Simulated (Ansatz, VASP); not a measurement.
# One calculation of SbSe5, two programs

```
Sb Se
1.0
     6.26931    0.00000    0.00000
    -3.13465    5.42938    0.00000
     0.00000    0.00000    4.06823
Sb Se
1 5
Cartesian
  0.0000 0.0000 2.0341
  4.1157 0.0000 0.0000
  1.0768 1.8650 0.0000
  -2.0579 3.5643 0.0000
  3.1347 1.8098 2.0341
  0.0000 3.6196 2.0341
```

Change from the starting cell: species swapped into the MgSn5 type (P-62m, No. 189).

Alike in both runs: functional PBE; k mesh 3 × 3 × 3; occupations gaussian, width 0.2 eV; no spin polarisation.

Ansatz relaxed the structure, and its values are those at the end. VASP's run is a single point on that final structure, the one shown.

|  | VASP | Ansatz |
| --- | --- | --- |
| version | VASP 6.6.1 | Ansatz 0.2.0 |
| potentials or method | VASP PAW PBE potentials, release 64 (Sb, Se), cutoff 500 eV | scalar-relativistic, plane waves, PAW |
| valence electrons in the cell | 35 | 95 |

```csv
,VASP,Ansatz,Ansatz less VASP
gap on the k mesh at the Fermi level (eV),none,none,-
pressure (GPa),0.0,0.0,+0.05
```

A gap of «none» marks a metal or a gap that the smearing closes. With one functional, cell and mesh, what is left measures potentials, basis and numerics. VASP's potentials hold 35 valence electrons a cell and Ansatz's 95, so a difference there can come from the potentials and not from the codes.

The k mesh is coarse, so the values compare programs but aren't converged. Neither program's run includes spin-orbit coupling.
